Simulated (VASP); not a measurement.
# CaSe (I4/mmm) in VASP: a series of runs, part 2 of 2

VASP 6.6.1.

## (5) Single point, PBEsol

This run uses another cell than the first one, of the same volume but with other edges.

File INCAR:

```
ALGO     = Normal         # electronic algorithm
EDIFF    = 1E-6           # SCF threshold, eV
ENCUT    = 520            # plane-wave cutoff, eV
GGA      = PS             # functional
ISIF     = 2              # what is computed and relaxed
ISMEAR   = 0              # smearing method
LASPH    = True           # aspherical terms in the spheres
LCHARG   = False          # write CHGCAR
LREAL    = False          # projectors in reciprocal space
LWAVE    = False          # write WAVECAR
NBANDS   = 15             # bands
NELM     = 80             # most SCF steps
PREC     = Accurate       # precision mode
SIGMA    = 0.05           # smearing width, eV
```

File KPOINTS:

```
k-points
0
Gamma
  10 10 10
```

File POSCAR:

```
CaSe
1.0
    0.0000000000      2.9964981832      2.8766382558
    2.9964981832      0.0000000000      2.8766382558
    2.9964981832      2.9964981832      0.0000000000
Ca Se
1 1
Direct
    0.0000000000      0.0000000000      0.0000000000
    0.5000000000      0.5000000000      0.5000000000
```

Potentials or basis: VASP PAW PBE potentials, release 64 (Ca_sv, Se).

The run is started by

```bash
$ cat potpaw_PBE.64/Ca_sv/POTCAR potpaw_PBE.64/Se/POTCAR > POTCAR
$ mpirun -np 1 vasp_std > vasp.out
```

OUTCAR:

```text
EDIFF = 1E-6
   ENCUT = 520
   GGA = PS
   ISIF = 2
   ISMEAR = 0
   LASPH = True
   LREAL = False
   NELM = 80
   PREC = Accurate

 ion  position               nearest neighbor table
   1  0.000  0.000  0.000-   2 2.88   2 2.88
   2  0.500  0.500  0.500-   1 2.88   1 2.88

  LATTYP: Found a body centered tetragonal cell.
 ALAT       =     4.2376883703
 C/A-ratio  =     1.3576450198

  Lattice vectors:

 A1 = (   0.0000000000,  -2.9964981832,  -2.8766382558)
 A2 = (   0.0000000000,   2.9964981832,  -2.8766382558)
 A3 = (   2.9964981832,   0.0000000000,   2.8766382558)

Analysis of symmetry for initial positions (statically):
=====================================================================
 Subroutine PRICEL returns:
 Original cell was already a primitive cell.

 Routine SETGRP: Setting up the symmetry group for a
 body centered tetragonal supercell.

 Subroutine GETGRP returns: Found 16 space group operations
 (whereof 16 operations were pure point group operations)
 out of a pool of 16 trial point group operations.

The static configuration has the point symmetry D_4h.

Analysis of symmetry for dynamics (positions and initial velocities):
[... 166 lines left out ...]
 k-point     1 :       0.0000    0.0000    0.0000
  band No.  band energies     occupation
      1     -37.1737      2.00000
      2     -18.2520      2.00000
      3     -18.2520      2.00000
      4     -18.2463      2.00000
      5      -9.4815      2.00000
      6       2.3467      2.00000
      7       2.3467      2.00000
      8       2.3669      2.00000
      9       5.4764      0.00000
     10       5.9155      0.00000
     11       5.9155      0.00000
     12       6.1885      0.00000
     13       6.5333      0.00000
     14       6.7597      0.00000
[... 401 lines left out ...]
      2     -18.3280      2.00000
      3     -18.2827      2.00000
      4     -18.2819      2.00000
      5      -8.8990      2.00000
      6      -0.1966      2.00000
      7       1.2287      2.00000
      8       1.3780      2.00000
      9       4.8031      0.00000
     10       7.3531      0.00000
     11       7.3869      0.00000
     12       8.2721      0.00000
     13       8.2919      0.00000
     14       9.3628      0.00000
     15      11.6336      0.00000

 [... further k-points ...]
[... 5 lines left out ...]
  --------------------------------------------------------------------------------------
  -------------------------------------------------------------------------------------
  Total       -0.6556247     -0.6556247      0.6373221      0.0000000     -0.0000000     -0.0000000
  in kB      -20.3339889    -20.3339889     19.7663403      0.0000000     -0.0000000     -0.0000000
  external PRESSURE =      -6.9672125 kB  Pullay stress =       0.0000000 kB

 VOLUME and BASIS-vectors are now :
 -----------------------------------------------------------------------------
  energy-cutoff  :      520.00
  volume of cell :       51.66
      direct lattice vectors                 reciprocal lattice vectors
     0.000000000  2.996498183  2.876638256    -0.166861439  0.166861439  0.173813999
     2.996498183  0.000000000  2.876638256     0.166861439 -0.166861439  0.173813999
     2.996498183  2.996498183  0.000000000     0.166861439  0.166861439 -0.173813999

 POSITION                                       TOTAL-FORCE (eV/Angst)
 -----------------------------------------------------------------------------------
      0.00000      0.00000      0.00000         0.000000      0.000000      0.000000
      2.99650      2.99650      2.87664         0.000000     -0.000000     -0.000000
 -----------------------------------------------------------------------------------
    total drift:                                0.000000     -0.000000     -0.000000

  FREE ENERGIE OF THE ION-ELECTRON SYSTEM (eV)
  ---------------------------------------------------
  free  energy   TOTEN  =       -10.0546471670 eV

  energy  without entropy=      -10.0546471670  energy(sigma->0) =      -10.05464717
```

stdout:

```text
POSCAR found type information on POSCAR CaSe
 POSCAR found :  2 types and       2 ions
 scaLAPACK will be used
 -----------------------------------------------------------------------------
|                                                                             |
|                                                                             |
|     You enforced a specific xc type in the INCAR file but a different       |
|     I HOPE YOU KNOW WHAT YOU ARE DOING!                                     |
|                                                                             |
 -----------------------------------------------------------------------------

 LDA part: xc-table for (Slater+PW92), standard interpolation
 POSCAR, INCAR and KPOINTS ok, starting setup
 FFT: planning ... GRIDC
 FFT: planning ... GRID_SOFT
 FFT: planning ... GRID
 WAVECAR not read
 entering main loop
```

It took 43 s on 1 thread of Intel Xeon Platinum 8259CL at 2.50GHz (Skylake/Cascade Lake), shared host; peak memory 0.23 GiB.

What came out:

| Property | Result |
| --- | --- |
| Free energy | -10.0546 eV |
| Pressure | -0.7 GPa |
| Band gap on the k mesh | 1.89 eV (least direct gap 2.79 eV) |

Levels at points of the mesh, in eV from the valence-band top:
```tsv
k point	band 5	band 6	band 7	band 8	band 9	band 10	band 11	band 12
(0.00, 0.00, 0.00)	-11.85	-0.02	-0.02	0.00	3.11	3.55	3.55	3.82
(0.50, 0.00, 0.00)	-11.13	-3.36	-1.25	-1.23	4.36	5.41	5.49	5.53
(0.50, 0.50, 0.00)	-11.23	-2.48	-1.06	-1.06	1.89	4.90	5.09	6.01
(0.50, 0.00, 0.50)	-11.28	-2.62	-0.95	-0.87	1.92	4.82	5.14	5.97
```

Caveat: the PAW data sets were made with another functional, which shifts forces and pressure a little. A k mesh can miss the band edges.

## (6) The runs side by side

| cell | gap on the mesh (eV) | pressure (GPa) |
| --- | --- | --- |
| a = 4.257, b = 4.257, c = 4.050 Å, angles 61.6, 61.6, 56.8°, 2 atoms | 1.91 | 0.1 |
| a = 4.070, b = 4.070, c = 4.826 Å, angles 53.6, 53.6, 72.7°, 2 atoms | none | 31.8 |
| a = 4.655, b = 4.655, c = 3.652 Å, angles 66.9, 66.9, 46.2°, 2 atoms | 1.20 | 15.8 |
| a = 4.154, b = 4.154, c = 4.238 Å, angles 59.3, 59.3, 61.3°, 2 atoms | 1.89 | -0.7 |

Alike in all rows: task single point; level PBEsol; potentials or basis VASP PAW PBE potentials, release 64 (Ca_sv, Se); no spin polarisation; k mesh 10 × 10 × 10; cutoff (eV) 520; smearing gaussian 0.05 eV.

Caveats: the PAW data sets were made with another functional, which shifts forces and pressure a little; the cell stands under pressure (at least some runs); semilocal functionals underestimate gaps, so a narrow gap can read as zero (at least some runs).

Total energies depend on the potentials used, so only differences within one code and one set of settings carry meaning.
